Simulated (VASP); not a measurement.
Crystal: Ta.

```xyz
1
Lattice="-1.6513 1.6513 1.6513 1.6513 -1.6513 1.6513 1.6513 1.6513 -1.6513" Properties=species:S:1:pos:R:3 pbc="T T T"
Ta    0.0000    0.0000    0.0000
```

```yaml
Program: VASP 6.6.1
Task: relaxation of cell and atoms
Functional: HSE06
Potentials_or_basis: VASP PAW PBE potentials, release 64 (Ta_pv)
Cutoff: 600 eV
k_mesh: 6 × 6 × 6
Occupations: fermi-dirac, width 0.05 eV
Spin: no spin polarisation
```

At the start: pressure 3.5 GPa; volume 18.01 Å³/atom.

Where does the relaxation end?

Over 3 steps the energy falls by 3.4 meV/atom and the volume is 18.32 Å³/atom (+1.7 %); space group Im-3m (No. 229, to 0.1 Å) before and after.

The path:
| step | energy change (eV) | largest force (eV/Å) | pressure (GPa) | volume (Å³) |
| --- | --- | --- | --- | --- |
| 1 | 0.0000 | 0.0000 | 3.55 | 18.01 |
| 2 | 0.0154 | 0.0000 | -7.84 | 19.07 |
| 3 | -0.0034 | 0.0000 | -0.05 | 18.32 |

Final structure:
```yaml
crystal:
  lattice:
    - [-1.66079, 1.66079, 1.66079]
    - [1.66079, -1.66079, 1.66079]
    - [1.66079, 1.66079, -1.66079]
  atoms:
    - { symbol: Ta, position: [0.00000, 0.00000, 0.00000] }
```

Caveat: the k points lie up to 0.45 Å⁻¹ apart in the final cell, too coarse for converged energies and pressures of a metal; the PAW data sets were made with another functional, which shifts forces and pressure a little.
